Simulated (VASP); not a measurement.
Write the native input for VASP 6.6.1 that does the following.

* Task: single point
* Functional: LDA
* Potentials or basis: VASP PAW LDA potentials, release 64 (Ca_sv, C)
* Cutoff: 600 eV
* k mesh: 10 × 10 × 10
* Occupations: gaussian, width 0.05 eV
* Spin: no spin polarisation
* Dipole correction: no
* Further INCAR settings: ALGO = Normal; EDIFF = 1e-06; NBANDS = 16

The structure of CaC2 lies in POSCAR:

```
CaC2
1.0
   -1.9258949960      1.9258949960      3.1388106270
    1.9258949960     -1.9258949960      3.1388106270
    1.9258949960      1.9258949960     -3.1388106270
Ca C
1 2
Direct
    0.0000000000      0.0000000000      0.0000000000
    0.5996770466      0.5996770466      0.0000000000
    0.4003229534      0.4003229534      0.0000000000
```

This cell differs from its parent crystal: strain +0.025 along x and y, +0.000 along z.

The input as run:

INCAR

```
  PREC = Accurate
  ENCUT = 600
  EDIFF = 1E-6
  ISMEAR = 0
  SIGMA = 0.05
  LREAL = False
  LASPH = True
  NELM = 120
  ALGO = Normal
  ISIF = 2
  LWAVE = False
  LCHARG = False
  NBANDS = 16
  GGA_COMPAT = False
```

KPOINTS

```
Automatic mesh
0
Gamma
  10 10 10
```

Potentials or basis: VASP PAW LDA potentials, release 64 (Ca_sv, C).

The run is started by

```console
$ cat potpaw_LDA.64/Ca_sv/POTCAR potpaw_LDA.64/C/POTCAR > POTCAR
$ mpirun -np 1 vasp_std > vasp.out
```

Results of the run:

- Pressure: -2.1 GPa
- Largest force: 0.159 eV/Å
- Band gap on the k mesh: 1.11 eV (least direct gap 2.21 eV)

Caveat: the cell differs from its parent crystal (strain +0.025 along x and y, +0.000 along z).

It took 3 min on 1 thread of Intel Xeon 8259CL, on a shared host, peak memory 0.23 GiB.
